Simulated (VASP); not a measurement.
Input of a VASP 6.6.1 run:

Contents of INCAR:

```
SYSTEM = MgS
ALGO     = Normal         ! electronic algorithm
EDIFF    = 1E-7           ! SCF threshold, eV
EDIFFG   = -0.005         ! ionic threshold
ENCUT    = 600            ! plane-wave cutoff, eV
GGA      = PE             ! functional
IBRION   = 2              ! ionic algorithm
ISIF     = 3              ! what is computed and relaxed
ISMEAR   = -1             ! smearing method
LASPH    = .TRUE.         ! aspherical terms in the spheres
LCHARG   = .FALSE.        ! write CHGCAR
LREAL    = .FALSE.        ! projectors in reciprocal space
LWAVE    = .FALSE.        ! write WAVECAR
NELM     = 100            ! most SCF steps
NSW      = 80             ! ionic steps
PREC     = Accurate       ! precision mode
SIGMA    = 0.02           ! smearing width, eV
```

The input KPOINTS:

```
k-points
0
G
  12 12 2
  0 0 0
```

File POSCAR:

```
MgS
1.0
    3.8305120598      0.0000000000      0.0000000000
   -1.9152560299      3.3173207533      0.0000000000
    0.0000000000      0.0000000000     12.5104523872
Mg S
4 4
Direct
    0.0000000000      0.0000000000      0.0000000000
    0.3333333333      0.6666666667      0.2500000000
    0.0000000000      0.0000000000      0.5000000000
    0.6666666667      0.3333333333      0.7500000000
    0.0000000000      0.0000000000      0.1875000000
    0.3333333333      0.6666666667      0.4375000000
    0.0000000000      0.0000000000      0.6875000000
    0.6666666667      0.3333333333      0.9375000000
```

Potentials or basis: VASP PAW PBE potentials, release 64 (Mg, S).

Launch:

```console
$ cat potpaw_PBE.64/Mg/POTCAR potpaw_PBE.64/S/POTCAR > POTCAR
$ mpirun -np 1 vasp_std > vasp.out
```

Q: Predict the relaxed volume.

A: 23.05 Å³/atom.

Q: What does it give for the band gap on the k mesh?

A: 3.38 eV, direct.

Q: Estimate the relaxed cell.

A: a = 4.037 Å, b = 4.037 Å, c = 13.070 Å, α = 90.00°, β = 90.00°, γ = 120.00°.

Final structure:
```xyz
8
Lattice="4.0366 0.0000 0.0000 -2.0183 3.4958 0.0000 0.0000 0.0000 13.0702" Properties=species:S:1:pos:R:3 pbc="T T T"
Mg    4.0366    0.0000   13.0556
Mg    0.0000    2.3305    3.2652
Mg   -2.0183    3.4958    6.5205
Mg    2.0183    1.1653    9.8003
S     0.0000    0.0000    2.4571
S     0.0000    2.3305    5.7286
S     0.0000    0.0000    8.9922
S     2.0183    1.1653   12.2637
```

Caveat: the volume moved by over 15 % at a fixed basis, so the end points are rough. A k mesh can miss the band edges.
